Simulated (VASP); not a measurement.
Write the native input for VASP 6.6.1 that does the following.

```
Task                   : single point
Functional             : LDA
Potentials or basis    : VASP PAW PBE potentials, release 64 (Eu, O)
Cutoff                 : 600 eV
k mesh                 : 8 × 8 × 8
Occupations            : methfessel-paxton, width 0.028 eV
Spin                   : collinear spin, ferromagnetic start
Starting moments       : [7.0, 0.0] μB
Hubbard terms          : Eu f U = 6.0 eV
Dipole correction      : no
Further INCAR settings : ALGO = Normal; EDIFF = 1e-06; NBANDS = 22
```

The structure of EuO lies in POSCAR:

```
EuO
1.0
    0.0000000000      2.5719500000      2.5719500000
    2.5719500000      0.0000000000      2.5719500000
    2.5719500000      2.5719500000      0.0000000000
Eu O
1 1
Direct
    0.0000000000      0.0000000000      0.0000000000
    0.5000000000      0.5000000000      0.5000000000
```

The input as run:

INCAR

```
SYSTEM = EuO
ALGO     = Normal         ! electronic algorithm
EDIFF    = 1E-6           ! SCF threshold, eV
ENCUT    = 600            ! plane-wave cutoff, eV
GGA      = CA             ! functional
GGA_COMPAT= .False.      
ISIF     = 2              ! what is computed and relaxed
ISMEAR   = 1              ! smearing method
ISPIN    = 2              ! spin polarisation
LASPH    = .True.         ! aspherical terms in the spheres
LCHARG   = .True.         ! write CHGCAR
LDAU     = .True.         ! DFT+U
LDAUJ    = 0 0          
LDAUL    = 3 -1           ! shell
LDAUPRINT= 1            
LDAUTYPE = 2            
LDAUU    = 6 0            ! U, eV
LELF     = .True.         ! ELF
LMAXMIX  = 6              ! l up to which the mixer works
LORBIT   = 11             ! projections on sites
LREAL    = .False.        ! projectors in reciprocal space
LVHAR    = .True.       
LWAVE    = .False.        ! write WAVECAR
MAGMOM   = 7 0            ! initial moments
NBANDS   = 22             ! bands
NELM     = 200            ! most SCF steps
PREC     = Accurate       ! precision mode
SIGMA    = 0.028          ! smearing width, eV
```

KPOINTS

```
k-points
0
Gamma
  8 8 8
  0 0 0
```

Potentials or basis: VASP PAW PBE potentials, release 64 (Eu, O).

Launch:

```bash
$ cat potpaw_PBE.64/Eu/POTCAR potpaw_PBE.64/O/POTCAR > POTCAR
$ mpirun -np 1 vasp_std > vasp.out
```

It gave:

* Pressure: -7.2 GPa
* Band gap on the k mesh: zero (filled and empty bands overlap)
* Net moment: 7.00 μB per cell
* Site moments: Eu +6.74; O -0.08 μB
* Valence electrons inside the program's atomic spheres: Eu 14.88; O 4.92

Caveat: the cell stands under tension; the PAW data sets were made with another functional, which shifts forces and pressure a little; spin-orbit coupling is left out, which moves the levels of the heavy elements; a cell with one magnetic atom can't hold antiferromagnetic order, which such compounds often take.

It took 2.4 min on 1 thread of Intel Xeon 8259CL (shared host), peak memory 0.2 GiB.
